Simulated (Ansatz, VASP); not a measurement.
## Two plane-wave programs on NaRuS3

INCAR

```
SYSTEM = NaRuS3
  PREC = Accurate
  ENCUT = 600
  EDIFF = 1E-6
  ISMEAR = 0
  SIGMA = 0.1
  LREAL = .FALSE.
  LASPH = .TRUE.
  NELM = 80
  ALGO = Normal
  ISIF = 3
  LWAVE = .FALSE.
  LCHARG = .FALSE.
  GGA = PE
  IBRION = 2
  NSW = 90
  EDIFFG = -0.04
```

The input KPOINTS:

```
Automatic mesh
0
G
  4 4 4
  0 0 0
```

POSCAR

```
NaRuS3
1.0
    4.3477144454      0.0000000000      0.0000000000
    0.0000000000      4.3477144454      0.0000000000
    0.0000000000      0.0000000000      4.4021970826
Na Ru S
1 1 3
Direct
    0.0000000000      0.0000000000      0.0000000000
    0.5000000000      0.5000000000      0.5150000000
    0.5000000000      0.5000000000      0.9750000000
    0.0000000000      0.5000000000      0.4850000000
    0.5000000000      0.0000000000      0.4850000000
```

Input for Ansatz:

```yaml
crystal:
  lattice:
    - [4.3477144454, 0.0, 0.0]
    - [0.0, 4.3477144454, 0.0]
    - [0.0, 0.0, 4.4021970826]
  atoms:
    - { symbol: Na, position: [0.0, 0.0, 0.0] }
    - { symbol: Ru, position: [0.5, 0.5, 0.515] }
    - { symbol: S, position: [0.5, 0.5, 0.975] }
    - { symbol: S, position: [0.0, 0.5, 0.485] }
    - { symbol: S, position: [0.5, 0.0, 0.485] }
basis:
  ecutwfc: 420
kpoints:
  mp_grid: { grid: [4, 4, 4] }
hamiltonian:
  xc: pbe
scf:
  occupations: { method: gaussian, width: 0.1 }
  lower_state_search: "off"
output:
  forces: true
  stress: true
  eigenvalues: true
relax:
  adjacent_minimum: "off"
  f_tol: 0.04
  max_steps: 70
  cell: { stress_tol: 0.4 }
```

Alike in both runs: task relaxation of cell and atoms; functional PBE; k mesh 4 × 4 × 4; occupations gaussian, width 0.1 eV; no spin polarisation.

```csv
,VASP,Ansatz
version,VASP 6.6.1,Ansatz 0.2.0
potentials or method,"VASP PAW PBE potentials, release 64 (Na_pv, Ru_pv, S), cutoff 600 eV","scalar-relativistic, plane waves, PAW"
valence electrons in the cell,39,43
```

```tsv
	VASP	Ansatz	Ansatz less VASP
gap on the k mesh at the Fermi level, each at its own relaxed structure (eV)	none	none	-
relaxed volume (Å³/atom)	21.79	21.97	+0.177
relaxed length of the cell vector where the two differ most in proportion (Å)	5.651	5.709	+0.0581
```

A gap of «none» marks a metal or a gap that the smearing closes. VASP's potentials hold 39 valence electrons a cell and Ansatz's 43, so a difference there can come from the potentials and not from the codes.

The k mesh is coarse, so the values compare programs but aren't converged. Noted on VASP's run: the volume moved by over 15 % at a fixed basis, so the end points are rough.
